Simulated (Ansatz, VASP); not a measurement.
**Ti: VASP beside Ansatz**

Contents of INCAR:

```
ALGO = Normal ; EDIFF = 1E-7
ENCUT = 520 ; GGA = CA
ISIF = 2 ; ISMEAR = -1
LASPH = T ; LCHARG = T
LELF = T ; LREAL = F
LVHAR = T ; LWAVE = F
NBANDS = 19 ; NELM = 100
PREC = Accurate ; SIGMA = 0.05
```

The input KPOINTS:

```
k-points
0
Gamma
  15 15 8
```

File POSCAR:

```
Ti
1.0
    2.8037907273      0.0000000000      0.0000000000
   -1.4018953636      2.4281539967      0.0000000000
    0.0000000000      0.0000000000      4.4481775756
Ti
2
Direct
    0.3333333333      0.6666666667      0.2500000000
    0.6666666667      0.3333333333      0.7500000000
```

Input for Ansatz:

```yaml
crystal:
  lattice:
    - [2.8037907273, 0.0, 0.0]
    - [-1.4018953636, 2.4281539967, 0.0]
    - [0.0, 0.0, 4.4481775756]
  atoms:
    - { symbol: Ti, position: [0.3333333333, 0.6666666667, 0.25] }
    - { symbol: Ti, position: [0.6666666667, 0.3333333333, 0.75] }
kpoints:
  mp_grid: { grid: [15, 15, 8] }
scf:
  occupations: { method: fermi_dirac, width: 0.05 }
hamiltonian:
  xc: lda
  pseudopotentials: { kind: paw }
output:
  forces: true
  stress: true
  eigenvalues: true
  populations: true
```

Change from the starting cell: volume scaled by 0.94, PAW files.

Alike in both runs: task single point; functional LDA; k mesh 15 × 15 × 8; occupations fermi-dirac, width 0.05 eV; no spin polarisation.

|  | VASP | Ansatz |
| --- | --- | --- |
| version | VASP 6.6.1 | Ansatz 0.2.0 |
| potentials or method | VASP PAW LDA potentials, release 64 (Ti_sv) | PAW with Ansatz's default frozen-core files, scalar-relativistic |
| plane-wave cutoff (eV) | 520 | 420 |
| valence electrons in the cell | 24 | 24 |

|  | VASP | Ansatz | Ansatz less VASP |
| --- | --- | --- | --- |
| pressure (GPa) | 8.4 | 8.7 | +0.29 |

LDA's correlation is that of Perdew and Zunger in VASP and of Perdew and Wang (1992) in Ansatz.
